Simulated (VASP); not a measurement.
A run of VASP 6.6.1:

The input INCAR:

```
PREC = Accurate
ENCUT = 520
EDIFF = 1E-6
ISMEAR = 0
SIGMA = 0.1
LREAL = False
LASPH = True
NELM = 100
ALGO = Fast
ISIF = 2
LWAVE = False
LCHARG = False
GGA = PE
NBANDS = 29
```

The input KPOINTS:

```
regular mesh
0
Gamma
  12 12 4
```

File POSCAR:

```
MgSnO4
1.0
    3.8024725439      0.0000000000      0.0000000000
   -1.9012362719      3.2930378202      0.0000000000
    0.0000000000      0.0000000000     10.2999497962
Mg Sn O
1 1 4
Direct
    0.0000000000      0.0000000000      0.0000000000
    0.0000000000      0.0000000000      0.5000000000
    0.3333333333      0.6666666667      0.5000000000
    0.6666666667      0.3333333333      0.5000000000
    0.3333333333      0.6666666667      0.0000000000
    0.6666666667      0.3333333333      0.0000000000
```

Potentials or basis: VASP PAW PBE potentials, release 64 (Mg, Sn_d, O).

The run is started by

```bash
$ cat potpaw_PBE.64/Mg/POTCAR potpaw_PBE.64/Sn_d/POTCAR potpaw_PBE.64/O/POTCAR > POTCAR
$ mpirun -np 1 vasp_std > vasp.out
```

Hardware: 1 thread of Oxide Virtual Turin-like Processor, on a shared host.

Q: Estimate the wall time of this run.

A: Wall time 12 min on 1 thread of Oxide Virtual Turin-like Processor, with other jobs on the host, peak memory 0.34 GiB. Counts: scf iterations 22, k points 57.
